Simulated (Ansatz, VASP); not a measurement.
# AlCo3: VASP beside Ansatz

```
Al Co
1.0
     3.57495    0.00000    0.00000
     0.00000    3.57495    0.00000
     0.00000    0.00000    3.57495
Al Co
1 3
Direct
  0.00000 0.00000 0.00000
  0.50000 0.50000 0.00000
  0.50000 0.00000 0.50000
  0.00000 0.50000 0.50000
```

Alike in both runs: task single point; functional r2SCAN; k mesh 1 × 1 × 1; occupations gaussian, width 0.1 eV; collinear spin.

|  | VASP | Ansatz |
| --- | --- | --- |
| version | VASP 6.6.1 | Ansatz 0.2.0 |
| potentials or method | VASP PAW PBE potentials, release 64 (Al, Co_sv), cutoff 660 eV | scalar-relativistic, plane waves, PAW |
| valence electrons in the cell | 54 | 54 |

VASP gave:

| Item | Value |
| --- | --- |
| gap on the k mesh at the Fermi level (eV) | 1.19 |
| least direct gap on the mesh (eV) | 1.19 |
| pressure (GPa) | 6.9 |
| traceless stress, the component that is largest in VASP (GPa) | 0.00 |
| net moment per atom (μB) | 0.50 |
| size of the moment on the site where the two differ most (μB) | 0.51 |

Estimate Ansatz's values.

gap on the k mesh at the Fermi level (eV): 0.52; least direct gap on the mesh (eV): 0.52; pressure (GPa): 8.8; traceless stress, the component that is largest in VASP (GPa): -9.02; net moment per atom (μB): 0.50; size of the moment on the site where the two differ most (μB): 0.78.

VASP's potentials were made for PBE, not for r2SCAN. Site moments also hang on the region over which each program counts them. With one functional, cell and mesh, what is left measures potentials, basis and numerics. Ansatz's warnings: stability check not made.

The k mesh is coarse, so the values compare programs but aren't converged.
